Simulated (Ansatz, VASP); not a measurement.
## Two plane-wave programs on Pt

POSCAR

```
Pt
1.0
    0.0000000000      1.9707691395      1.9707691395
    1.9707691395      0.0000000000      1.9707691395
    1.9707691395      1.9707691395      0.0000000000
Pt
1
Direct
    0.0000000000      0.0000000000      0.0000000000
```

INCAR.step1

```
SYSTEM = Pt
PREC     = Accurate       ! precision mode
ENCUT    = 520            ! plane-wave cutoff, eV
ISMEAR   = -1             ! smearing method
SIGMA    = 0.1            ! smearing width, eV
LREAL    = .False.        ! projectors in reciprocal space
LASPH    = .True.         ! aspherical terms in the spheres
NELM     = 80             ! most SCF steps
NBANDS   = 11             ! bands
GGA      = PE             ! functional
ALGO     = Normal         ! electronic algorithm
EDIFF    = 1E-4           ! SCF threshold, eV
LWAVE    = .True.         ! write WAVECAR
LCHARG   = .False.        ! write CHGCAR
```

INCAR.step2

```
SYSTEM = Pt
PREC     = Accurate       ! precision mode
ENCUT    = 520            ! plane-wave cutoff, eV
EDIFF    = 1E-6           ! SCF threshold, eV
ISMEAR   = -1             ! smearing method
SIGMA    = 0.1            ! smearing width, eV
LREAL    = .False.        ! projectors in reciprocal space
LASPH    = .True.         ! aspherical terms in the spheres
NELM     = 80             ! most SCF steps
ALGO     = Normal         ! electronic algorithm
ISIF     = 2              ! what is computed and relaxed
LWAVE    = .False.        ! write WAVECAR
LCHARG   = .True.         ! write CHGCAR
METAGGA  = R2SCAN         ! meta-GGA
LMIXTAU  = .True.       
LELF     = .True.         ! ELF
LVHAR    = .True.       
NBANDS   = 11             ! bands
ISTART   = 1
```

File KPOINTS:

```
Automatic mesh
0
Gamma
  16 16 16
  0 0 0
```

Input for Ansatz:

```yaml
crystal:
  lattice:
    - [0.0, 1.97076913953, 1.97076913953]
    - [1.97076913953, 0.0, 1.97076913953]
    - [1.97076913953, 1.97076913953, 0.0]
  atoms:
    - { symbol: Pt, position: [0.0, 0.0, 0.0] }
kpoints:
  mp_grid: { grid: [16, 16, 16] }
scf:
  occupations: { method: fermi_dirac, width: 0.1 }
hamiltonian:
  xc: r2scan
  pseudopotentials: { kind: paw }
output:
  forces: true
  stress: true
  eigenvalues: true
  eigenstates:
    nscf_kmesh: { grid: [24, 24, 24] }
    de_dk: true
    e_range: [-14, 14]
  optics:
    e_range: [0, 25]
    de: 0.2
    sigma: 0.2
    bands: { spectra_wanted_up_to: 25 }
    nscf_kmesh: { grid: [24, 24, 24] }
    drude_damping: 0.03
checkpoint:
  write: ck
  write_wavefunctions: false
```

Alike in both runs: task single point; functional r2SCAN; k mesh 16 × 16 × 16; occupations fermi-dirac, width 0.1 eV; no spin polarisation.

|  | VASP | Ansatz |
| --- | --- | --- |
| version | VASP 6.6.1 | Ansatz 0.2.0 |
| potentials or method | VASP PAW PBE potentials, release 64 (Pt) | PAW with Ansatz's default frozen-core files, scalar-relativistic |
| plane-wave cutoff (eV) | 520 | 500 |
| valence electrons in the cell | 10 | 18 |

|  | VASP | Ansatz | Ansatz less VASP |
| --- | --- | --- | --- |
| pressure (GPa) | 0.7 | 0.0 | -0.69 |

VASP's potentials were made for PBE, not for r2SCAN. VASP's potentials hold 10 valence electrons a cell and Ansatz's 18, so a difference there can come from the potentials and not from the codes. Ansatz's warnings: optics on partly filled bands.

Spin-orbit coupling is off throughout.
